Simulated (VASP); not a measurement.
# ZnS (Sphalerite) (F-43m) in VASP: notebook, part 2 of 2

VASP 6.6.1. Earlier steps stand in the parts before.

## Step 3: Single point, PBE (volume scaled by 1.02, then relaxed in part)

INCAR reads:

```
ALGO = Normal ; EDIFF = 1E-6
ENCUT = 520 ; GGA = PE
ISIF = 2 ; ISMEAR = -1
LASPH = True ; LCHARG = True
LELF = True ; LREAL = False
LVHAR = True ; LWAVE = False
NBANDS = 16 ; NELM = 100
PREC = Accurate ; SIGMA = 0.02
```

KPOINTS reads:

```
k-points
0
Gamma
  14 14 14
```

POSCAR reads:

```
ZnS
1.0
    0.0000000000      2.7251793305      2.7251793305
    2.7251793305      0.0000000000      2.7251793305
    2.7251793305      2.7251793305      0.0000000000
Zn S
1 1
Direct
    0.0000000000      0.0000000000      0.0000000000
    0.2500000000      0.2500000000      0.2500000000
```

Potentials or basis: VASP PAW PBE potentials, release 64 (Zn, S).

Run with:

```console
cat potpaw_PBE.64/Zn/POTCAR potpaw_PBE.64/S/POTCAR > POTCAR
mpirun -np 1 vasp_std > vasp.out
```

OUTCAR:

```text
EDIFF = 1E-6
   ENCUT = 520
   GGA = PE
   ISIF = 2
   ISMEAR = -1
   LASPH = True
   LREAL = False
   NELM = 100
   PREC = Accurate

 ion  position               nearest neighbor table
   1  0.000  0.000  0.000-   2 2.36   2 2.36   2 2.36   2 2.36
   2  0.250  0.250  0.250-   1 2.36   1 2.36   1 2.36   1 2.36

  LATTYP: Found a face centered cubic cell.
 ALAT       =     5.4503586610

  Lattice vectors:

 A1 = (   0.0000000000,   2.7251793305,   2.7251793305)
 A2 = (   2.7251793305,   0.0000000000,   2.7251793305)
 A3 = (   2.7251793305,   2.7251793305,   0.0000000000)

Analysis of symmetry for initial positions (statically):
=====================================================================
 Subroutine PRICEL returns:
 Original cell was already a primitive cell.

 Routine SETGRP: Setting up the symmetry group for a
 face centered cubic supercell.

 Subroutine GETGRP returns: Found 24 space group operations
 (whereof 24 operations were pure point group operations)
 out of a pool of 48 trial point group operations.

The static configuration has the point symmetry T_d .

Analysis of symmetry for dynamics (positions and initial velocities):
=====================================================================
 Subroutine PRICEL returns:
 Original cell was already a primitive cell.

 Routine SETGRP: Setting up the symmetry group for a
 face centered cubic supercell.

 Subroutine GETGRP returns: Found 24 space group operations
 (whereof 24 operations were pure point group operations)
 out of a pool of 48 trial point group operations.

The dynamic configuration has the point symmetry T_d .

 Subroutine INISYM returns: Found 24 space group operations
 (whereof 24 operations are pure point group operations),
 and found     1 'primitive' translations

----------------------------------------------------------------------------------------

                                     Primitive cell

  volume of cell :      40.4776

  direct lattice vectors                    reciprocal lattice vectors
     0.000000000  2.725179331  2.725179331    -0.183474164  0.183474164  0.183474164
     2.725179331  0.000000000  2.725179331     0.183474164 -0.183474164  0.183474164
     2.725179331  2.725179331  0.000000000     0.183474164  0.183474164 -0.183474164

  length of vectors
     3.853985569  3.853985569  3.853985569     0.317786574  0.317786574  0.317786574

  position of ions in fractional coordinates (direct lattice)
     0.000000000  0.000000000  0.000000000
     0.250000000  0.250000000  0.250000000

  ion indices of the primitive-cell ions
   primitive index   ion index
                 1           1
                 2           2

----------------------------------------------------------------------------------------

 KPOINTS: k-points

Automatic generation of k-mesh.
 Grid dimensions read from file:
 generate k-points for:   14   14   14

 Generating k-lattice:

  Cartesian coordinates                     Fractional coordinates (reciprocal lattice)
    -0.013105297  0.013105297  0.013105297     0.071428571  0.000000000  0.000000000
     0.013105297 -0.013105297  0.013105297     0.000000000  0.071428571  0.000000000
     0.013105297  0.013105297 -0.013105297     0.000000000  0.000000000  0.071428571

  Length of vectors
     0.022699041  0.022699041  0.022699041

  Shift w.r.t. Gamma in fractional coordinates (k-lattice)
     0.000000000  0.000000000  0.000000000

 Subroutine IBZKPT returns following result:
 ===========================================

 Found    104 irreducible k-points:

 Following reciprocal coordinates:
            Coordinates               Weight
  0.000000  0.000000  0.000000      1.000000
  0.071429  0.000000  0.000000      8.000000
  0.142857  0.000000  0.000000      8.000000
  0.214286  0.000000  0.000000      8.000000
  0.285714  0.000000  0.000000      8.000000
  0.357143  0.000000  0.000000      8.000000
[... 16 lines left out ...]
  0.214286  0.142857  0.000000     24.000000
  0.285714  0.142857  0.000000     24.000000
 [... further k-points ...]
   k-points           NKPTS =    104   k-points in BZ     NKDIM =    104   number of bands    NBANDS=     16
   number of dos      NEDOS =    301   number of ions     NIONS =      2
   total plane-waves  NPLWV =  27000
   dimension x,y,z NGX =    30 NGY =   30 NGZ =   30
   dimension x,y,z NGXF=    60 NGYF=   60 NGZF=   60
   ions per type =               1   1
   NGX,Y,Z   is equivalent  to a cutoff of  12.94, 12.94, 12.94 a.u.
   NGXF,Y,Z  is equivalent  to a cutoff of  25.88, 25.88, 25.88 a.u.
 SYSTEM =  unknown system
   PREC   = accura    normal or accurate (medium, high low for compatibility)
   ISTART =      0    job   : 0-new  1-cont  2-samecut
   ICHARG =      2    charge: 1-file 2-atom 10-const
   ISPIN  =      1    spin polarized calculation?
   LNONCOLLINEAR =      F non collinear calculations
   LSORBIT =      F    spin-orbit coupling
   LASPH  =      T    aspherical Exc in radial PAW
   ENCUT  =  520.0 eV  38.22 Ry    6.18 a.u.   7.17  7.17  7.17*2*pi/ulx,y,z
   NELM   =    100;   NELMIN=  2; NELMDL= -5     # of ELM steps
   EDIFF  = 0.1E-05   stopping-criterion for ELM
   LREAL  =      F    real-space projection
   EDIFFG = 0.1E-04   stopping-criterion for IOM
   NSW    =      0    number of steps for IOM
   IBRION =     -1    ionic relax: 0-MD 1-quasi-New 2-CG
   NFREE  =      0    steps in history (QN), initial steepest desc. (CG)
   ISIF   =      2    stress and relaxation
   ISYM   =      2    0-nonsym 1-usesym 2-fastsym
   POTIM  = 0.5000    time-step for ionic-motion
   TEBEG  =    0.0;   TEEND  =   0.0 temperature during run
   PSTRESS=    0.0 pullay stress
   NELECT =      18.0000    total number of electrons
   NUPDOWN=      -1.0000    fix difference up-down
   EMIN   =  10.00;   EMAX   =-10.00  energy-range for DOS
   EFERMI =   0.00;   METHOD = LEGACY
   ISMEAR =    -1;   SIGMA  =   0.02  broadening in eV -4-tet -1-fermi 0-gaus
   EFERMI_NEDOS =   21; number of points for ismear=-14 and -15
   IALGO  =     38    algorithm
   IMIX   =      4    mixing-type and parameters
     AMIX     =   0.40;   BMIX     =  1.00
     AMIX_MAG =   1.60;   BMIX_MAG =  1.00
  volume/ion in A,a.u.               =      20.24       136.58
  Fermi-wavevector in a.u.,A,eV,Ry     =   1.249570  2.361345 21.244479  1.561425
  Thomas-Fermi vector in A             =   2.383604
   LORBIT       =      0    0 simple, 1 ext, 2 COOP (PROOUT), +10 PAW based schemes
   GGA     = PE    functional components
   LHFCALC =     F    Hartree Fock is set to
   AEXX    =    0.0000 exact exchange contribution
   IVDW    =     0    specifies the selected vdW correction
   LEPSILON=     F    determine dielectric tensor
   LRPA    =     F    only Hartree local field effects (RPA)
 non-spin polarized calculation
  energy-cutoff  :      520.00
  volume of cell :       40.48
 maximum number of plane-waves:      1106
 NGX is ok and might be reduce to    30
   NGX = 15   NGY = 15   NGZ = 15

 number of electron      18.0000006 magnetization

 Free energy of the ion-electron system (eV)
  ---------------------------------------------------
  ext. energy  EPLUGINS =         0.00000000
  ---------------------------------------------------
  free energy    TOTEN  =        -6.85267986 eV

  energy without entropy =       -6.85267986  energy(sigma->0) =       -6.85267986

 E-fermi :   2.2551     XC(G=0):  -9.5103

 val. band max:        1.8714314441   @ k =   0.0000   0.0000   0.0000
 cond. band min:       3.8738043399   @ k =   0.0000   0.0000   0.0000
 fundamental gap:      2.0023728958
 Fermi energy:         2.2551052573

 k-point     1 :       0.0000    0.0000    0.0000
  band No.  band energies     occupation
      1     -11.0936      2.00000
      2      -4.3695      2.00000
      3      -4.3695      2.00000
      4      -4.3695      2.00000
      5      -3.9012      2.00000
      6      -3.9012      2.00000
[... 8 lines left out ...]
     15      13.6038      0.00000
     16      13.6038      0.00000

 k-point     2 :       0.0714    0.0000    0.0000
  band No.  band energies     occupation
      1     -11.0564      2.00000
      2      -4.3692      2.00000
      3      -4.3627      2.00000
      4      -4.3627      2.00000
      5      -3.9019      2.00000
      6      -3.9019      2.00000
[... 8 lines left out ...]
     15      13.3459      0.00000
     16      13.9255      0.00000
[... 387 lines left out ...]
      5      -3.9263      2.00000
      6      -3.8821      2.00000
[... 8 lines left out ...]
     15      13.8844      0.00000
     16      15.8172      0.00000

 k-point    24 :       0.2857    0.1429    0.0000
  band No.  band energies     occupation
      1     -10.6137      2.00000
      2      -4.3648      2.00000
      3      -4.2656      2.00000
      4      -4.2595      2.00000
      5      -3.9240      2.00000
      6      -3.8758      2.00000
[... 8 lines left out ...]
     15      13.9946      0.00000
     16      15.5708      0.00000

 [... further k-points ...]
[... 5 lines left out ...]
  --------------------------------------------------------------------------------------
  -------------------------------------------------------------------------------------
  Total       -0.0285500     -0.0285500     -0.0285500      0.0000000      0.0000000     -0.0000000
  in kB       -1.1300612     -1.1300612     -1.1300612      0.0000000      0.0000000     -0.0000000
  external PRESSURE =      -1.1300612 kB  Pullay stress =       0.0000000 kB

 VOLUME and BASIS-vectors are now :
 -----------------------------------------------------------------------------
  energy-cutoff  :      520.00
  volume of cell :       40.48
      direct lattice vectors                 reciprocal lattice vectors
     0.000000000  2.725179331  2.725179331    -0.183474164  0.183474164  0.183474164
     2.725179331  0.000000000  2.725179331     0.183474164 -0.183474164  0.183474164
     2.725179331  2.725179331  0.000000000     0.183474164  0.183474164 -0.183474164

 POSITION                                       TOTAL-FORCE (eV/Angst)
 -----------------------------------------------------------------------------------
      0.00000      0.00000      0.00000         0.000000      0.000000      0.000000
      1.36259      1.36259      1.36259        -0.000000     -0.000000     -0.000000
 -----------------------------------------------------------------------------------
    total drift:                               -0.000000     -0.000000     -0.000000

  FREE ENERGIE OF THE ION-ELECTRON SYSTEM (eV)
  ---------------------------------------------------
  free  energy   TOTEN  =        -6.8526798625 eV

  energy  without entropy=       -6.8526798625  energy(sigma->0) =       -6.85267986
```

OSZICAR:

```text
N       E                     dE             d eps       ncg     rms          rms(c)
DAV:   1     0.884730730774E+02    0.88473E+02   -0.89028E+03  3344   0.134E+03
DAV:   2    -0.140797865470E+01   -0.89881E+02   -0.84036E+02  3808   0.258E+02
DAV:   3    -0.721888426046E+01   -0.58109E+01   -0.57875E+01  4144   0.640E+01
DAV:   4    -0.727900799983E+01   -0.60124E-01   -0.60112E-01  4144   0.677E+00
DAV:   5    -0.727971722624E+01   -0.70923E-03   -0.70922E-03  4176   0.696E-01    0.656E+00
DAV:   6    -0.687224044971E+01    0.40748E+00   -0.73455E-01  5032   0.296E+01    0.516E+00
DAV:   7    -0.685295380595E+01    0.19287E-01   -0.24283E-01  4120   0.438E+00    0.263E+00
DAV:   8    -0.685223740986E+01    0.71640E-03   -0.49099E-03  4256   0.776E-01    0.682E-01
DAV:   9    -0.685251198970E+01   -0.27458E-03   -0.11707E-03  4216   0.276E-01    0.103E-01
DAV:  10    -0.685268625524E+01   -0.17427E-03   -0.22345E-04  4072   0.145E-01    0.570E-02
DAV:  11    -0.685267897664E+01    0.72786E-05   -0.36090E-05  3864   0.923E-02    0.655E-03
DAV:  12    -0.685267986254E+01   -0.88590E-06   -0.43194E-06  4488   0.217E-02
   1 F= -.68526799E+01 E0= -.68526799E+01  d E =-.729731E-11
```

Wall time 2.1 min (1 thread of AMD EPYC 7R13, shared host); peak memory 0.18 GiB.

Results:

```yaml
Free_energy: -6.8527 eV
Pressure: -0.1 GPa
Band_gap_on_the_k_mesh: 2.00 eV, direct
```

 A k mesh can miss the band edges.

## Step 4: Single point, PBE (volume scaled by 1.04, then relaxed in part)

INCAR reads:

```
SYSTEM = ZnS
ALGO     = Normal         ! electronic algorithm
EDIFF    = 1E-7           ! SCF threshold, eV
ENCUT    = 520            ! plane-wave cutoff, eV
GGA      = PE             ! functional
ISIF     = 2              ! what is computed and relaxed
ISMEAR   = -1             ! smearing method
LASPH    = .TRUE.         ! aspherical terms in the spheres
LCHARG   = .FALSE.        ! write CHGCAR
LREAL    = .FALSE.        ! projectors in reciprocal space
LWAVE    = .FALSE.        ! write WAVECAR
NBANDS   = 16             ! bands
NELM     = 60             ! most SCF steps
PREC     = Accurate       ! precision mode
SIGMA    = 0.02           ! smearing width, eV
```

KPOINTS reads:

```
k-points
0
G
  14 14 14
  0 0 0
```

POSCAR reads:

```
ZnS
1.0
    0.0000000000      2.7428757960      2.7428757960
    2.7428757960      0.0000000000      2.7428757960
    2.7428757960      2.7428757960      0.0000000000
Zn S
1 1
Direct
    0.0000000000      0.0000000000      0.0000000000
    0.2500000000      0.2500000000      0.2500000000
```

Run with:

```console
cat potpaw_PBE.64/Zn/POTCAR potpaw_PBE.64/S/POTCAR > POTCAR
mpirun -np 1 vasp_std > vasp.out
```

It took 2 min on 1 thread of AMD EPYC 7R13, shared host; peak memory 0.18 GiB.

Results (log left out):

```
Free energy            : -6.8490 eV
Pressure               : -1.4 GPa
Band gap on the k mesh : 1.92 eV, direct
```

Levels at points of the mesh, in eV from the valence-band top:
```
           k point  band 7  band 8  band 9  band 10  band 11  band 12
(0.00, 0.00, 0.00)    0.00    0.00    0.00     1.92     6.42     6.42
(0.50, 0.00, 0.00)   -5.00   -0.80   -0.80     3.22     6.95     6.95
(0.50, 0.50, 0.00)   -4.38   -2.06   -2.06     3.51     4.07    10.67
```

 A k mesh can miss the band edges.

## Step 5: The runs side by side

| cell | gap on the mesh (eV) | pressure (GPa) |
| --- | --- | --- |
| a = 3.829 Å, angles 60.0°, 2 atoms | 2.09 | 1.3 |
| a = 3.854 Å, angles 60.0°, 2 atoms | 2.00 | -0.1 |
| a = 3.879 Å, angles 60.0°, 2 atoms | 1.92 | -1.4 |

Alike in all rows: task single point; level PBE; potentials or basis VASP PAW PBE potentials, release 64 (Zn, S); no spin polarisation; k mesh 14 × 14 × 14; cutoff (eV) 520; smearing fermi-dirac 0.02 eV.

Total energies depend on the potentials used, so only differences within one code and one set of settings carry meaning.
